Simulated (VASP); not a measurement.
Runs of VASP 6.6.1 on BaTe. The structure is that of space group Fm-3m (No. 225), or close to it. The cells are those of the table. 

```csv
level,spin,cell,k mesh,smearing,grid for exact exchange (PRECFOCK),share of exact exchange,screening parameter,gap on the mesh (eV),pressure (GPa)
HSE06,off,"a = 4.983 Å, angles 60.0°, 2 atoms",4 × 4 × 4,fermi-dirac 0.02 eV,Normal,0.25,0.2079 1/Å,2.28,0.2
PBE0,off,"a = 4.997 Å, angles 60.0°, 2 atoms",4 × 4 × 4,gaussian 0.01 eV,Normal,0.25,-,(b),-0.1
HSE06,off,"a = 4.997 Å, angles 60.0°, 2 atoms",4 × 4 × 4,gaussian 0.01 eV,Normal,0.25,0.2079 1/Å,2.30,(a)
PBE,"non-collinear, zero start, SOC","a = 4.997 Å, angles 60.0°, 2 atoms",6 × 6 × 6,gaussian 0.01 eV,-,-,-,-,0.3
```

Alike in all rows: task single point; potentials or basis VASP PAW PBE potentials, release 64 (Ba_sv, Te); cutoff (eV) 520.

Task: Estimate the missing entries.

Result: (a) 0.0; (b) 2.98.

Caveats: the PAW data sets were made with another functional, which shifts forces and pressure a little (at least some runs); spin-orbit coupling is left out, which moves the levels of the heavy elements (at least some runs).

A k mesh can miss the band edges, and rows without SOC leave out spin-orbit coupling on Ba, Te.
